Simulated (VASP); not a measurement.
# Pt (P6_3/mmc) in VASP: notebook, part 2 of 2

VASP 6.6.1.

## Step 3: Single point, r2SCAN

This run uses another cell than the first one, of 16.92 Å³/atom.

The input, POSCAR:

```
Pt
1.0
    2.8236343670      0.0000000000      0.0000000000
   -1.4118171835      2.4453392080      0.0000000000
    0.0000000000      0.0000000000      4.9014383679
Pt
2
Direct
    0.6666666667      0.3333333333      0.7500000000
    0.3333333333      0.6666666667      0.2500000000
```

The input, INCAR.step1:

```
PREC     = Accurate       # precision mode
ENCUT    = 520            # plane-wave cutoff, eV
ISMEAR   = -1             # smearing method
SIGMA    = 0.1            # smearing width, eV
LREAL    = F              # projectors in reciprocal space
LASPH    = T              # aspherical terms in the spheres
NELM     = 80             # most SCF steps
NBANDS   = 17             # bands
GGA      = PE             # functional
ALGO     = Normal         # electronic algorithm
EDIFF    = 1E-4           # SCF threshold, eV
LWAVE    = T              # write WAVECAR
LCHARG   = F              # write CHGCAR
```

The input, INCAR.step2:

```
PREC     = Accurate       # precision mode
ENCUT    = 520            # plane-wave cutoff, eV
EDIFF    = 1E-7           # SCF threshold, eV
ISMEAR   = -1             # smearing method
SIGMA    = 0.1            # smearing width, eV
LREAL    = F              # projectors in reciprocal space
LASPH    = T              # aspherical terms in the spheres
NELM     = 80             # most SCF steps
ALGO     = Normal         # electronic algorithm
ISIF     = 2              # what is computed and relaxed
LWAVE    = F              # write WAVECAR
LCHARG   = F              # write CHGCAR
METAGGA  = R2SCAN         # meta-GGA
LMIXTAU  = T            
NBANDS   = 17             # bands
ISTART   = 1
```

The input, KPOINTS:

```
Automatic mesh
0
Gamma
  12 12 6
```

Potentials or basis: VASP PAW PBE potentials, release 64 (Pt).

Started as:

```console
$ cat potpaw_PBE.64/Pt/POTCAR > POTCAR
$ cp INCAR.step1 INCAR
$ mpirun -np 1 vasp_std > vasp.out
$ cp INCAR.step2 INCAR
$ mpirun -np 1 vasp_std > vasp.out
```

OUTCAR:

```text
PREC = Accurate
   ENCUT = 520
   EDIFF = 1E-7
   ISMEAR = -1
   LREAL = F
   LASPH = T
   NELM = 80
   ISIF = 2
   METAGGA = R2SCAN
   ISTART = 1

 ion  position               nearest neighbor table
   1  0.667  0.333  0.750-   2 2.94   2 2.94   2 2.94   2 2.94   2 2.94   2 2.94
   2  0.333  0.667  0.250-   1 2.94   1 2.94   1 2.94   1 2.94   1 2.94   1 2.94

  LATTYP: Found a hexagonal cell.
 ALAT       =     2.8236343670
 C/A-ratio  =     1.7358615638

  Lattice vectors:

 A1 = (   2.8236343670,   0.0000000000,   0.0000000000)
 A2 = (  -1.4118171835,   2.4453392080,   0.0000000000)
 A3 = (   0.0000000000,   0.0000000000,   4.9014383679)

Analysis of symmetry for initial positions (statically):
=====================================================================
 Subroutine PRICEL returns:
 Original cell was already a primitive cell.

 Routine SETGRP: Setting up the symmetry group for a
 hexagonal supercell.

 Subroutine GETGRP returns: Found 24 space group operations
 (whereof 12 operations were pure point group operations)
 out of a pool of 24 trial point group operations.

The static configuration has the point symmetry D_3d.
[... 161 lines left out ...]
  energy without entropy =     -102.62301427  energy(sigma->0) =     -102.68428984

 E-fermi :   8.9177     XC(G=0): -13.8164

 val. band max:        8.9172915009   @ k =   0.2500   0.2500   0.0000
 cond. band min:       8.9244048860   @ k =   0.4167   0.0833   0.5000
 fundamental gap:      0.0071133850
 Fermi energy:         8.9176661902

 k-point     1 :       0.0000    0.0000    0.0000
  band No.  band energies     occupation
      1      -0.2739      2.00000
      2       2.3122      2.00000
      3       5.2980      2.00000
      4       5.7628      2.00000
      5       5.7628      2.00000
      6       6.0905      2.00000
[... 457 lines left out ...]
      4       4.9824      2.00000
      5       5.9527      2.00000
      6       6.3823      2.00000
[... 9 lines left out ...]
     16      23.6400      0.00000
     17      25.2692      0.00000

 [... further k-points ...]

------------------------ aborting loop because EDIFF is reached ----------------------------------------

  FORCE on cell =-STRESS in cart. coord.  units (eV):
  Direction    XX          YY          ZZ          XY          YZ          ZX
  --------------------------------------------------------------------------------------
  -------------------------------------------------------------------------------------
  Total       -4.0889430     -4.0889433     -3.6305866      0.0000000     -0.0000000      0.0000000
  in kB     -193.5755575   -193.5755757   -171.8764054      0.0000000     -0.0000000      0.0000000
  external PRESSURE =    -186.3425129 kB  Pullay stress =       0.0000000 kB

 VOLUME and BASIS-vectors are now :
 -----------------------------------------------------------------------------
  energy-cutoff  :      520.00
  volume of cell :       33.84
      direct lattice vectors                 reciprocal lattice vectors
     2.823634367  0.000000000  0.000000000     0.354153502  0.204470610  0.000000000
    -1.411817183  2.445339208  0.000000000     0.000000000  0.408941220  0.000000000
     0.000000000  0.000000000  4.901438368     0.000000000  0.000000000  0.204021743

 POSITION                                       TOTAL-FORCE (eV/Angst)
 -----------------------------------------------------------------------------------
      1.41182      0.81511      3.67608         0.000000     -0.000000      0.000000
     -0.00000      1.63023      1.22536        -0.000000      0.000000      0.000000
 -----------------------------------------------------------------------------------
    total drift:                               -0.000000      0.000000     -0.000000

  FREE ENERGIE OF THE ION-ELECTRON SYSTEM (eV)
  ---------------------------------------------------
  free  energy   TOTEN  =      -102.7455654038 eV

  energy  without entropy=     -102.6230142713  energy(sigma->0) =     -102.68428984
```

OUTCAR.step1:

```text
PREC = Accurate
   ENCUT = 520
   ISMEAR = -1
   LREAL = F
   LASPH = T
   NELM = 80
[... 702 lines left out ...]
 -----------------------------------------------------------------------------------
      1.41182      0.81511      3.67608         0.000000      0.000000      0.000000
     -0.00000      1.63023      1.22536         0.000000     -0.000000      0.000000
 -----------------------------------------------------------------------------------
    total drift:                               -0.000000      0.000000     -0.000000

  FREE ENERGIE OF THE ION-ELECTRON SYSTEM (eV)
  ---------------------------------------------------
  free  energy   TOTEN  =       -12.0305298827 eV

  energy  without entropy=      -11.8999471334  energy(sigma->0) =      -11.96523851
```

OSZICAR.step1:

```text
N       E                     dE             d eps       ncg     rms          rms(c)
DAV:   1     0.990070238545E+02    0.99007E+02   -0.10383E+04  2584   0.112E+03
DAV:   2    -0.109478064485E+02   -0.10995E+03   -0.10444E+03  2840   0.239E+02
DAV:   3    -0.127826816724E+02   -0.18349E+01   -0.18000E+01  3193   0.303E+01
DAV:   4    -0.127921478646E+02   -0.94662E-02   -0.94631E-02  3105   0.228E+00
DAV:   5    -0.127922453152E+02   -0.97451E-04   -0.97450E-04  3148   0.245E-01    0.132E+01
DAV:   6    -0.120854524439E+02    0.70679E+00   -0.12339E+00  2701   0.972E+00    0.707E+00
DAV:   7    -0.120355749387E+02    0.49878E-01   -0.14130E-01  3091   0.325E+00    0.299E+00
DAV:   8    -0.120307952803E+02    0.47797E-02   -0.12549E-02  2776   0.853E-01    0.649E-01
DAV:   9    -0.120305153872E+02    0.27989E-03   -0.24196E-04  2647   0.128E-01    0.249E-02
DAV:  10    -0.120305298827E+02   -0.14495E-04   -0.98152E-06  1362   0.230E-02
   1 F= -.12030530E+02 E0= -.11965239E+02  d E =-.130583E+00
```

Wall time 3.5 min (1 thread of Intel Xeon 8259CL, shared host); peak memory 0.19 GiB.

Results:

```yaml
Free_energy: -102.7456 eV
Pressure: -18.6 GPa
Band_gap_on_the_k_mesh: zero (bands 10 and 11 overlap by 1.23 eV)
```

Caveat: the cell stands under tension; the PAW data sets were made with another functional, which shifts forces and pressure a little; spin-orbit coupling is left out, which moves the levels of the heavy elements.
